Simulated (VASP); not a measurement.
## H3CF: single point with PBEsol

The system is H3CF.

```
H C F
1.0
     3.92808    0.00000   -0.23839
     0.00000    7.80711    0.00000
    -2.99694    0.00000    6.75735
H C F
12 4 4
Direct
  0.17602 0.64793 0.37668
  0.82398 0.14793 0.12332
  0.82398 0.35207 0.62332
  0.17602 0.85207 0.87668
  0.91828 0.62935 0.10214
  0.08172 0.12935 0.39786
  0.08172 0.37065 0.89786
  0.91828 0.87065 0.60214
  0.72622 0.53367 0.25842
  0.27378 0.03367 0.24158
  0.27378 0.46633 0.74158
  0.72622 0.96633 0.75842
  0.89168 0.64149 0.24340
  0.10832 0.14149 0.25660
  0.10832 0.35851 0.75660
  0.89168 0.85851 0.74340
  0.69562 0.79400 0.23345
  0.30438 0.29400 0.26655
  0.30438 0.20600 0.76655
  0.69562 0.70600 0.73345
```

```yaml
Program: VASP 6.6.1
Task: single point
Functional: PBEsol
Potentials_or_basis: VASP PAW PBE potentials, release 64 (H, C, F)
Cutoff: 600 eV
k_mesh: 2 × 2 × 2
Occupations: fermi-dirac, width 0.02 eV
Spin: no spin polarisation
Dipole_correction: no
Further_INCAR_settings: ALGO = Normal; EDIFF = 1e-06; NBANDS = 44
```

The pressure is 0.2 GPa and the largest force is 0.306 eV/Å. The band gap on the k mesh is 6.93 eV.

Forces in eV/Å, atoms in the order of the input:
```
H    0.017  0.001  0.019
H   -0.017  0.001 -0.019
H   -0.017 -0.001 -0.019
H    0.017 -0.001  0.019
H    0.010  0.000 -0.018
H   -0.010  0.000  0.018
H   -0.010  0.000  0.018
H    0.010  0.000 -0.018
H   -0.020 -0.020  0.004
H    0.020 -0.020 -0.004
H    0.020  0.020 -0.004
H   -0.020  0.020  0.004
C    0.154 -0.242  0.002
C   -0.154 -0.242 -0.002
C   -0.154  0.242 -0.002
C    0.154  0.242  0.002
F   -0.162  0.260 -0.005
F    0.162  0.260  0.005
F    0.162 -0.260  0.005
F   -0.162 -0.260 -0.005
```

Stress tensor (GPa, compression positive):
```
 0.17  0.00 -0.03
 0.00  0.69  0.00
-0.03  0.00 -0.17
```

Levels at points of the mesh, in eV from the valence-band top:
```csv
k point,band 24,band 25,band 26,band 27,band 28,band 29,band 30,band 31,band 32,band 33
"(0.00, 0.00, 0.00)",-0.53,-0.51,-0.42,-0.02,-0.01,6.98,7.18,7.45,9.12,9.88
"(0.50, 0.00, 0.00)",-0.42,-0.33,-0.32,-0.31,-0.28,7.44,7.62,8.83,8.93,9.26
"(0.00, 0.50, 0.00)",-0.58,-0.49,-0.49,0.00,0.00,6.93,6.93,8.47,8.47,10.06
"(0.50, 0.50, 0.00)",-0.60,-0.30,-0.30,-0.26,-0.26,8.04,8.04,8.21,8.21,9.64
"(0.00, 0.00, 0.50)",-0.53,-0.51,-0.51,-0.26,-0.26,7.75,7.75,8.02,8.02,9.15
"(0.50, 0.00, 0.50)",-0.48,-0.40,-0.40,-0.33,-0.33,7.54,7.54,9.28,9.28,9.49
"(0.00, 0.50, 0.50)",-0.57,-0.39,-0.39,-0.36,-0.36,7.85,7.85,7.88,7.88,9.63
"(0.50, 0.50, 0.50)",-0.47,-0.39,-0.39,-0.35,-0.35,7.87,7.87,8.56,8.56,9.75
```

It took 3.4 min on 1 thread of Intel Xeon 8259CL, with other jobs on the host, peak memory 0.37 GiB.

Caveat: the k points lie up to 0.80 Å⁻¹ apart; this functional lacks dispersion, which holds the molecules together, so the pressure and a relaxed volume are unreliable; the PAW data sets were made with another functional, which shifts forces and pressure a little. A k mesh can miss the band edges.
